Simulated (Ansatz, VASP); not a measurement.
## Ti in VASP and in Ansatz

```
Ti
1.0
     2.95000    0.00000    0.00000
    -1.47500    2.55477    0.00000
     0.00000    0.00000    4.68000
Ti
2
Direct
  0.66667 0.33333 0.75000
  0.33333 0.66667 0.25000
```

Alike in both runs: task single point; functional PBE; k mesh 10 × 10 × 6; occupations gaussian, width 0.027 eV; no spin polarisation.

|  | VASP | Ansatz |
| --- | --- | --- |
| version | VASP 6.6.1 | Ansatz 0.2.0 |
| potentials or method | VASP PAW PBE potentials, release 64 (Ti_sv), cutoff 520 eV | all-electron LAPW, scalar-relativistic |

Ansatz gave:

- gap on the k mesh at the Fermi level (eV): none
- pressure (GPa): -1.4
- traceless stress, the component that is largest in VASP (GPa): -0.16

Question: What did VASP give for the same quantities?

Answer: gap on the k mesh at the Fermi level (eV): none; pressure (GPa): -1.7; traceless stress, the component that is largest in VASP (GPa): -0.17.

A gap of «none» marks a metal or a gap that the smearing closes. Ansatz ran all-electron here, and VASP with PAW potentials.
